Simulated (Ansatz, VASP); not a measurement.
Two plane-wave programs on BP

The input POSCAR:

```
BP
1.0
    0.0000000000      2.3363148189      2.3363148189
    2.3363148189      0.0000000000      2.3363148189
    2.3363148189      2.3363148189      0.0000000000
B P
1 1
Direct
    0.0000000000      0.0000000000      0.0000000000
    0.7500000000      0.7500000000      0.7500000000
```

Contents of INCAR.step1:

```
PREC = Accurate
ENCUT = 520
ISMEAR = 0
SIGMA = 0.05
LREAL = F
LASPH = T
NELM = 80
NBANDS = 11
GGA = PE
ALGO = Normal
EDIFF = 1E-4
LWAVE = T
LCHARG = F
```

File INCAR.step2:

```
PREC = Accurate
ENCUT = 520
EDIFF = 1E-6
ISMEAR = 0
SIGMA = 0.05
LREAL = F
LASPH = T
NELM = 80
ALGO = Normal
ISIF = 2
LWAVE = F
LCHARG = T
METAGGA = R2SCAN
LMIXTAU = T
LELF = T
LVHAR = T
NBANDS = 11
ISTART = 1
```

KPOINTS

```
regular mesh
0
Gamma
  10 10 10
```

Input for Ansatz:

```yaml
crystal:
  lattice:
    - [0.0, 2.3363148189, 2.3363148189]
    - [2.3363148189, 0.0, 2.3363148189]
    - [2.3363148189, 2.3363148189, 0.0]
  atoms:
    - { symbol: B, position: [0.0, 0.0, 0.0] }
    - { symbol: P, position: [0.75, 0.75, 0.75] }
basis:
  ecutwfc: 500
kpoints:
  mp_grid: { grid: [10, 10, 10] }
hamiltonian:
  xc: r2scan
scf:
  occupations: { method: gaussian, width: 0.05 }
output:
  forces: true
  stress: true
  eigenvalues: true
```

Change from the starting cell: strain +0.030 along x and y, +0.030 along z, atoms carried along.

Alike in both runs: task single point; functional r2SCAN; k mesh 10 × 10 × 10; occupations gaussian, width 0.05 eV; no spin polarisation.

```csv
,VASP,Ansatz
version,VASP 6.6.1,Ansatz 0.2.0
potentials or method,"VASP PAW PBE potentials, release 64 (B, P), cutoff 520 eV","scalar-relativistic, plane waves, PAW"
valence electrons in the cell,8,8
```

|  | VASP | Ansatz | Ansatz less VASP |
| --- | --- | --- | --- |
| gap on the k mesh at the Fermi level (eV) | 1.56 | 1.53 | -0.030 |
| least direct gap on the mesh (eV) | 3.52 | 3.48 | -0.039 |
| pressure (GPa) | -13.1 | -12.7 | +0.43 |

VASP's potentials were made for PBE, not for r2SCAN.
